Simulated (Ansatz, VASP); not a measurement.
This is a calculation of TaTl for Ansatz 0.2.0.

File input.yaml:

```yaml
crystal:
  lattice:
    - [3.5178811297, 0.0, 0.0]
    - [0.0, 3.5178811297, 0.0]
    - [0.0, 0.0, 4.3469184368]
  atoms:
    - { symbol: Ta, position: [0.5, 0.5, 0.5] }
    - { symbol: Tl, position: [0.0, 0.0, 0.0] }
kpoints:
  mp_grid: { grid: [8, 8, 6] }
scf:
  occupations: { method: fermi_dirac, width: 0.05 }
hamiltonian:
  xc: pbe
  pseudopotentials: { kind: all_electron, lapw: { basis_error: 0.0005 } }
output:
  forces: true
  stress: true
  eigenvalues: true
```

Potentials or basis: all-electron LAPW, scalar-relativistic.

Run with:

```console
$ ansatz run input.yaml --threads 1 --pin off --max-ram 3072MiB --backend cpu --events-out ev --progress --plain --runs-dir out
```

Q: Set up the same calculation for VASP 6.6.1. Potentials there: VASP PAW PBE potentials, release 64 (Ta_pv, Tl_d).

A: As run (the cutoff follows the program's own potentials):

Contents of INCAR:

```
SYSTEM = TaTl
PREC = Accurate
ENCUT = 520
EDIFF = 1E-6
ISMEAR = -1
SIGMA = 0.05
LREAL = .FALSE.
LASPH = .TRUE.
NELM = 60
ALGO = Fast
ISIF = 2
LWAVE = .FALSE.
LCHARG = .TRUE.
GGA = PE
LELF = .TRUE.
LVHAR = .TRUE.
NBANDS = 19
```

Contents of KPOINTS:

```
Automatic mesh
0
G
  8 8 6
  0 0 0
```

Contents of POSCAR:

```
TaTl
1.0
    3.5178811297      0.0000000000      0.0000000000
    0.0000000000      3.5178811297      0.0000000000
    0.0000000000      0.0000000000      4.3469184368
Ta Tl
1 1
Direct
    0.5000000000      0.5000000000      0.5000000000
    0.0000000000      0.0000000000      0.0000000000
```

Potentials or basis: VASP PAW PBE potentials, release 64 (Ta_pv, Tl_d).

Run with:

```console
$ cat potpaw_PBE.64/Ta_pv/POTCAR potpaw_PBE.64/Tl_d/POTCAR > POTCAR
$ mpirun -np 1 vasp_std > vasp.out
```

Both were run:

|  | VASP | Ansatz | Ansatz less VASP |
| --- | --- | --- | --- |
| gap on the k mesh at the Fermi level (eV) | none | none | - |
| pressure (GPa) | -17.5 | -17.4 | +0.07 |
| traceless stress, the component that is largest in VASP (GPa) | 4.03 | 4.05 | +0.017 |

A gap of «none» marks a metal or a gap that the smearing closes. Ansatz ran all-electron here, and VASP with PAW potentials.

Neither program's run includes spin-orbit coupling.
